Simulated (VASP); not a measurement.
# CaSe (Fm-3m) in VASP: a series of runs

The runs below take CaSe through single point, with PBE.

All numbers are computed with VASP 6.6.1; they aren't measurements. Logs are shortened: lines on timing, memory, paths and dates and some standing lists are left out, and cuts for length are marked.

**1. The cell of the first run**

The structure is cubic, space group Fm-3m (No. 225). The conventional cell has a = 6.019 Å, b = 6.019 Å, c = 6.019 Å, α = 90.00°, β = 90.00°, γ = 90.00°. Within 4.0 Å of Ca (site symmetry m-3m) lie 6 Se at 3.01 Å. Se (site symmetry m-3m) has 6 Ca at 3.01 Å within 4.0 Å.

**2. Single point, PBE (volume changed by +3%)**

Contents of INCAR:

```
SYSTEM = CaSe
PREC = Accurate
ENCUT = 520
EDIFF = 1E-6
ISMEAR = 0
SIGMA = 0.01
LREAL = .FALSE.
LASPH = .TRUE.
NELM = 100
ALGO = Normal
ISIF = 2
LWAVE = .FALSE.
LCHARG = .TRUE.
GGA = PE
LELF = .TRUE.
LVHAR = .TRUE.
NBANDS = 15
```

Contents of KPOINTS:

```
Automatic mesh
0
G
  6 6 6
  0 0 0
```

Contents of POSCAR:

```
CaSe
1.0
    0.0000000000      3.0093213965      3.0093213965
    3.0093213965      0.0000000000      3.0093213965
    3.0093213965      3.0093213965      0.0000000000
Ca Se
1 1
Direct
    0.0000000000      0.0000000000      0.0000000000
    0.5000000000      0.5000000000      0.5000000000
```

Potentials or basis: VASP PAW PBE potentials, release 64 (Ca_sv, Se).

Started as:

```
$ cat potpaw_PBE.64/Ca_sv/POTCAR potpaw_PBE.64/Se/POTCAR > POTCAR
$ mpirun -np 1 vasp_std > vasp.out
```

OUTCAR:

```text
SYSTEM = CaSe
   PREC = Accurate
   ENCUT = 520
   EDIFF = 1E-6
   ISMEAR = 0
   LREAL = .FALSE.
   LASPH = .TRUE.
   NELM = 100
   ISIF = 2
   GGA = PE

 ion  position               nearest neighbor table
   1  0.000  0.000  0.000-
   2  0.500  0.500  0.500-

  LATTYP: Found a face centered cubic cell.
 ALAT       =     6.0186427930

  Lattice vectors:

 A1 = (   0.0000000000,   3.0093213965,   3.0093213965)
 A2 = (   3.0093213965,   0.0000000000,   3.0093213965)
 A3 = (   3.0093213965,   3.0093213965,   0.0000000000)

Analysis of symmetry for initial positions (statically):
=====================================================================
 Subroutine PRICEL returns:
 Original cell was already a primitive cell.

 Routine SETGRP: Setting up the symmetry group for a
 face centered cubic supercell.

 Subroutine GETGRP returns: Found 48 space group operations
 (whereof 48 operations were pure point group operations)
 out of a pool of 48 trial point group operations.

The static configuration has the point symmetry O_h .

Analysis of symmetry for dynamics (positions and initial velocities):
=====================================================================
 Subroutine PRICEL returns:
 Original cell was already a primitive cell.

 Routine SETGRP: Setting up the symmetry group for a
 face centered cubic supercell.

 Subroutine GETGRP returns: Found 48 space group operations
 (whereof 48 operations were pure point group operations)
 out of a pool of 48 trial point group operations.

The dynamic configuration has the point symmetry O_h .

 Subroutine INISYM returns: Found 48 space group operations
 (whereof 48 operations are pure point group operations),
 and found     1 'primitive' translations

----------------------------------------------------------------------------------------

                                     Primitive cell

  volume of cell :      54.5049

  direct lattice vectors                    reciprocal lattice vectors
     0.000000000  3.009321396  3.009321396    -0.166150415  0.166150415  0.166150415
     3.009321396  0.000000000  3.009321396     0.166150415 -0.166150415  0.166150415
     3.009321396  3.009321396  0.000000000     0.166150415  0.166150415 -0.166150415

  length of vectors
     4.255823132  4.255823132  4.255823132     0.287780961  0.287780961  0.287780961

  position of ions in fractional coordinates (direct lattice)
     0.000000000  0.000000000  0.000000000
     0.500000000  0.500000000  0.500000000

  ion indices of the primitive-cell ions
   primitive index   ion index
                 1           1
                 2           2

----------------------------------------------------------------------------------------

 KPOINTS: Automatic mesh

Automatic generation of k-mesh.
 Grid dimensions read from file:
 generate k-points for:    6    6    6

 Generating k-lattice:

  Cartesian coordinates                     Fractional coordinates (reciprocal lattice)
    -0.027691736  0.027691736  0.027691736     0.166666667  0.000000000  0.000000000
     0.027691736 -0.027691736  0.027691736     0.000000000  0.166666667  0.000000000
     0.027691736  0.027691736 -0.027691736     0.000000000  0.000000000  0.166666667

  Length of vectors
     0.047963494  0.047963494  0.047963494

  Shift w.r.t. Gamma in fractional coordinates (k-lattice)
     0.000000000  0.000000000  0.000000000

 Subroutine IBZKPT returns following result:
 ===========================================

 Found     16 irreducible k-points:

 Following reciprocal coordinates:
            Coordinates               Weight
  0.000000  0.000000  0.000000      1.000000
  0.166667  0.000000  0.000000      8.000000
  0.333333  0.000000  0.000000      8.000000
  0.500000  0.000000  0.000000      4.000000
  0.166667  0.166667  0.000000      6.000000
  0.333333  0.166667  0.000000     24.000000
[... 8 lines left out ...]
 -0.333333  0.333333  0.166667     24.000000
 -0.333333  0.500000  0.166667     12.000000
   k-points           NKPTS =     16   k-points in BZ     NKDIM =     16   number of bands    NBANDS=     15
   number of dos      NEDOS =    301   number of ions     NIONS =      2
   total plane-waves  NPLWV =  32768
   dimension x,y,z NGX =    32 NGY =   32 NGZ =   32
   dimension x,y,z NGXF=    64 NGYF=   64 NGZF=   64
   ions per type =               1   1
   NGX,Y,Z   is equivalent  to a cutoff of  12.50, 12.50, 12.50 a.u.
   NGXF,Y,Z  is equivalent  to a cutoff of  25.00, 25.00, 25.00 a.u.
 SYSTEM =  CaSe
   PREC   = accura    normal or accurate (medium, high low for compatibility)
   ISTART =      0    job   : 0-new  1-cont  2-samecut
   ICHARG =      2    charge: 1-file 2-atom 10-const
   ISPIN  =      1    spin polarized calculation?
   LNONCOLLINEAR =      F non collinear calculations
   LSORBIT =      F    spin-orbit coupling
   LASPH  =      T    aspherical Exc in radial PAW
   ENCUT  =  520.0 eV  38.22 Ry    6.18 a.u.   7.91  7.91  7.91*2*pi/ulx,y,z
   NELM   =    100;   NELMIN=  2; NELMDL= -5     # of ELM steps
   EDIFF  = 0.1E-05   stopping-criterion for ELM
   LREAL  =      F    real-space projection
   EDIFFG = 0.1E-04   stopping-criterion for IOM
   NSW    =      0    number of steps for IOM
   IBRION =     -1    ionic relax: 0-MD 1-quasi-New 2-CG
   NFREE  =      0    steps in history (QN), initial steepest desc. (CG)
   ISIF   =      2    stress and relaxation
   ISYM   =      2    0-nonsym 1-usesym 2-fastsym
   POTIM  = 0.5000    time-step for ionic-motion
   TEBEG  =    0.0;   TEEND  =   0.0 temperature during run
   PSTRESS=    0.0 pullay stress
   NELECT =      16.0000    total number of electrons
   NUPDOWN=      -1.0000    fix difference up-down
   EMIN   =  10.00;   EMAX   =-10.00  energy-range for DOS
   EFERMI =   0.00;   METHOD = LEGACY
   ISMEAR =     0;   SIGMA  =   0.01  broadening in eV -4-tet -1-fermi 0-gaus
   EFERMI_NEDOS =   21; number of points for ismear=-14 and -15
   IALGO  =     38    algorithm
   IMIX   =      4    mixing-type and parameters
     AMIX     =   0.40;   BMIX     =  1.00
     AMIX_MAG =   1.60;   BMIX_MAG =  1.00
  volume/ion in A,a.u.               =      27.25       183.91
  Fermi-wavevector in a.u.,A,eV,Ry     =   1.088018  2.056057 16.106361  1.183784
  Thomas-Fermi vector in A             =   2.224191
   LORBIT       =      0    0 simple, 1 ext, 2 COOP (PROOUT), +10 PAW based schemes
   GGA     = PE    functional components
   LHFCALC =     F    Hartree Fock is set to
   AEXX    =    0.0000 exact exchange contribution
   IVDW    =     0    specifies the selected vdW correction
   LEPSILON=     F    determine dielectric tensor
   LRPA    =     F    only Hartree local field effects (RPA)
 non-spin polarized calculation
 Gauss-broadening in eV      SIGMA  =   0.01
  energy-cutoff  :      520.00
  volume of cell :       54.50
 maximum number of plane-waves:      1484
   NGX = 15   NGY = 15   NGZ = 15

 number of electron      16.0000000 magnetization

 Free energy of the ion-electron system (eV)
  ---------------------------------------------------
  ext. energy  EPLUGINS =         0.00000000
  ---------------------------------------------------
  free energy    TOTEN  =        -9.47983988 eV

  energy without entropy =       -9.47983988  energy(sigma->0) =       -9.47983988

 E-fermi :   2.2137     XC(G=0):  -8.9377

 val. band max:        2.0984569972   @ k =   0.0000   0.0000   0.0000
 cond. band min:       4.2368781353   @ k =   0.5000   0.5000   0.0000
 fundamental gap:      2.1384211381
 Fermi energy:         2.2136867531

 k-point     1 :       0.0000    0.0000    0.0000
  band No.  band energies     occupation
      1     -37.8146      2.00000
      2     -18.7991      2.00000
      3     -18.7991      2.00000
      4     -18.7991      2.00000
      5      -9.5265      2.00000
      6       2.0985      2.00000
      7       2.0985      2.00000
      8       2.0985      2.00000
      9       5.1685      0.00000
     10       5.8138      0.00000
     11       5.8138      0.00000
     12       5.8138      0.00000
     13       6.3327      0.00000
     14       6.3327      0.00000
     15      11.7358      0.00000

 k-point     2 :       0.1667    0.0000    0.0000
  band No.  band energies     occupation
      1     -37.8133      2.00000
      2     -18.8216      2.00000
      3     -18.8007      2.00000
      4     -18.8007      2.00000
      5      -9.3868      2.00000
      6       0.9733      2.00000
      7       1.7486      2.00000
      8       1.7486      2.00000
      9       5.6632      0.00000
     10       6.1451      0.00000
     11       6.1451      0.00000
     12       6.6628      0.00000
     13       6.9678      0.00000
     14       6.9678      0.00000
     15      11.6958      0.00000

 k-point     3 :       0.3333    0.0000    0.0000
  band No.  band energies     occupation
      1     -37.8108      2.00000
      2     -18.8660      2.00000
      3     -18.8039      2.00000
      4     -18.8039      2.00000
      5      -9.0861      2.00000
      6      -0.4322      2.00000
      7       1.2204      2.00000
      8       1.2204      2.00000
      9       5.9851      0.00000
     10       6.9064      0.00000
     11       6.9064      0.00000
     12       7.9488      0.00000
     13       8.3079      0.00000
     14       8.3079      0.00000
     15      11.1937      0.00000
[... 199 lines left out ...]
 k-point    15 :      -0.3333    0.3333    0.1667
  band No.  band energies     occupation
      1     -37.8083      2.00000
      2     -18.8612      2.00000
      3     -18.8351      2.00000
      4     -18.8184      2.00000
      5      -8.9302      2.00000
      6      -0.2773      2.00000
      7       0.4007      2.00000
      8       0.8588      2.00000
      9       6.4769      0.00000
     10       6.5557      0.00000
     11       7.6673      0.00000
     12       7.7943      0.00000
     13       7.8967      0.00000
     14       9.6707      0.00000
     15      10.3343      0.00000

 k-point    16 :      -0.3333    0.5000    0.1667
  band No.  band energies     occupation
      1     -37.8079      2.00000
      2     -18.8546      2.00000
      3     -18.8351      2.00000
      4     -18.8290      2.00000
      5      -8.9514      2.00000
      6      -0.0562      2.00000
      7       0.6183      2.00000
      8       0.6852      2.00000
      9       5.4369      0.00000
     10       7.1299      0.00000
     11       7.3278      0.00000
     12       7.7069      0.00000
     13       7.9680      0.00000
     14       8.8150      0.00000
     15      11.3078      0.00000

------------------------ aborting loop because EDIFF is reached ----------------------------------------

  FORCE on cell =-STRESS in cart. coord.  units (eV):
  Direction    XX          YY          ZZ          XY          YZ          ZX
  --------------------------------------------------------------------------------------
  -------------------------------------------------------------------------------------
  Total       -0.4125440     -0.4125440     -0.4125440      0.0000000      0.0000000     -0.0000000
  in kB      -12.1267703    -12.1267703    -12.1267703      0.0000000      0.0000000     -0.0000000
  external PRESSURE =     -12.1267703 kB  Pullay stress =       0.0000000 kB

 VOLUME and BASIS-vectors are now :
 -----------------------------------------------------------------------------
  energy-cutoff  :      520.00
  volume of cell :       54.50
      direct lattice vectors                 reciprocal lattice vectors
     0.000000000  3.009321396  3.009321396    -0.166150415  0.166150415  0.166150415
     3.009321396  0.000000000  3.009321396     0.166150415 -0.166150415  0.166150415
     3.009321396  3.009321396  0.000000000     0.166150415  0.166150415 -0.166150415

 POSITION                                       TOTAL-FORCE (eV/Angst)
 -----------------------------------------------------------------------------------
      0.00000      0.00000      0.00000        -0.000000      0.000000     -0.000000
      3.00932      3.00932      3.00932         0.000000     -0.000000      0.000000
 -----------------------------------------------------------------------------------
    total drift:                                0.000000     -0.000000     -0.000000

  FREE ENERGIE OF THE ION-ELECTRON SYSTEM (eV)
  ---------------------------------------------------
  free  energy   TOTEN  =        -9.4798398827 eV

  energy  without entropy=       -9.4798398827  energy(sigma->0) =       -9.47983988
```

Wall time 8 s (1 thread of Intel Xeon Platinum 8488C (Sapphire Rapids), shared host); peak memory 0.17 GiB.

Results:

```yaml
Free_energy: -9.4798 eV
Pressure: -1.2 GPa
Band_gap_on_the_k_mesh: 2.14 eV, indirect (least direct gap 3.02 eV)
```

Levels at points of the mesh, in eV from the valence-band top:
```tsv
k point	band 4	band 5	band 6	band 7	band 8	band 9	band 10	band 11	band 12	band 13
(0.00, 0.00, 0.00)	-20.90	-11.62	0.00	0.00	0.00	3.07	3.72	3.72	3.72	4.23
(0.50, 0.00, 0.00)	-20.90	-11.02	-3.09	-1.09	-1.09	4.43	5.33	5.37	5.37	7.21
(0.50, 0.50, 0.00)	-20.92	-11.10	-2.39	-0.88	-0.88	2.14	4.82	4.94	5.80	5.87
```

**3. Single point, PBE (volume changed by +6%)**

Contents of INCAR:

```
SYSTEM = CaSe
PREC = Accurate ; ENCUT = 520
EDIFF = 1E-6 ; ISMEAR = 0
SIGMA = 0.01 ; LREAL = .False.
LASPH = .True. ; NELM = 60
ALGO = Normal ; ISIF = 2
LWAVE = .False. ; LCHARG = .True.
GGA = PE ; LELF = .True.
LVHAR = .True. ; NBANDS = 15
```

Contents of KPOINTS:

```
regular mesh
0
Gamma
  6 6 6
  0 0 0
```

Contents of POSCAR:

```
CaSe
1.0
    0.0000000000      3.0382589544      3.0382589544
    3.0382589544      0.0000000000      3.0382589544
    3.0382589544      3.0382589544      0.0000000000
Ca Se
1 1
Direct
    0.0000000000      0.0000000000      0.0000000000
    0.5000000000      0.5000000000      0.5000000000
```

Potentials or basis: VASP PAW PBE potentials, release 64 (Ca_sv, Se).

Started as:

```
$ cat potpaw_PBE.64/Ca_sv/POTCAR potpaw_PBE.64/Se/POTCAR > POTCAR
$ mpirun -np 1 vasp_std > vasp.out
```

Wall time 8.1 s (1 thread of Intel Xeon Platinum 8488C (Sapphire Rapids), shared host); peak memory 0.18 GiB.

The run converged. Its results:

```
Free energy            : -9.4622 eV
Pressure               : -2.4 GPa
Band gap on the k mesh : 2.19 eV, indirect (least direct gap 2.93 eV)
```

Levels at points of the mesh, in eV from the valence-band top:
```tsv
k point	band 4	band 5	band 6	band 7	band 8	band 9	band 10	band 11	band 12	band 13
(0.00, 0.00, 0.00)	-20.99	-11.54	0.00	0.00	0.00	2.93	3.71	3.71	3.71	4.21
(0.50, 0.00, 0.00)	-20.99	-10.98	-2.99	-1.04	-1.04	4.38	5.25	5.29	5.29	7.04
(0.50, 0.50, 0.00)	-21.01	-11.05	-2.32	-0.86	-0.86	2.19	4.70	4.89	5.68	5.77
```
